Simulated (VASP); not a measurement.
Write the native input for VASP 6.6.1 that does the following.

```yaml
Task: single point
Functional: r2SCAN
Potentials_or_basis: VASP PAW PBE potentials, release 64 (Ga_d)
Cutoff: 520 eV
k_mesh: 12 × 12 × 10
Occupations: gaussian, width 0.1 eV
Spin: no spin polarisation
Dipole_correction: no
Further_INCAR_settings: ALGO = Normal; EDIFF = 1e-07; NBANDS = 34
```

Ga:

```
Ga
1.0
     2.05047   -3.56065    0.00000
     2.05047    3.56065    0.00000
     0.00000    0.00000    4.18946
Ga
4
Direct
  0.65452 0.34548 0.41690
  0.84548 0.15452 0.91690
  0.34548 0.65452 0.58310
  0.15452 0.84548 0.08310
```

The input as run:

POSCAR

```
Ga
1.0
    2.0504662664     -3.5606504234      0.0000000000
    2.0504662664      3.5606504234      0.0000000000
    0.0000000000      0.0000000000      4.1894557549
Ga
4
Direct
    0.6545162566      0.3454837434      0.4168959359
    0.8454837434      0.1545162566      0.9168959359
    0.3454837434      0.6545162566      0.5831040641
    0.1545162566      0.8454837434      0.0831040641
```

INCAR.step1

```
SYSTEM = Ga
  PREC = Accurate
  ENCUT = 520
  ISMEAR = 0
  SIGMA = 0.1
  LREAL = .FALSE.
  LASPH = .TRUE.
  NELM = 100
  NBANDS = 34
  GGA = PE
  ALGO = Normal
  EDIFF = 1E-4
  LWAVE = .TRUE.
  LCHARG = .FALSE.
```

INCAR.step2

```
SYSTEM = Ga
  PREC = Accurate
  ENCUT = 520
  EDIFF = 1E-7
  ISMEAR = 0
  SIGMA = 0.1
  LREAL = .FALSE.
  LASPH = .TRUE.
  NELM = 100
  ALGO = Normal
  ISIF = 2
  LWAVE = .FALSE.
  LCHARG = .FALSE.
  METAGGA = R2SCAN
  LMIXTAU = .TRUE.
  NBANDS = 34
  ISTART = 1
```

KPOINTS

```
regular mesh
0
G
  12 12 10
  0 0 0
```

Potentials or basis: VASP PAW PBE potentials, release 64 (Ga_d).

Launch:

```bash
$ cat potpaw_PBE.64/Ga_d/POTCAR > POTCAR
$ cp INCAR.step1 INCAR
$ mpirun -np 1 vasp_std > vasp.out
$ cp INCAR.step2 INCAR
$ mpirun -np 1 vasp_std > vasp.out
```

It gave:

The pressure is 25.1 GPa and the largest force is 0.014 eV/Å. The band gap on the k mesh is zero (bands 26 and 27 overlap by 1.22 eV).

Caveat: the cell stands under pressure; the PAW data sets were made with another functional, which shifts forces and pressure a little.

Wall time 17 min on 1 thread of Intel(R) Xeon(R) 6975P-C (Granite Rapids) (shared host), peak memory 0.46 GiB.
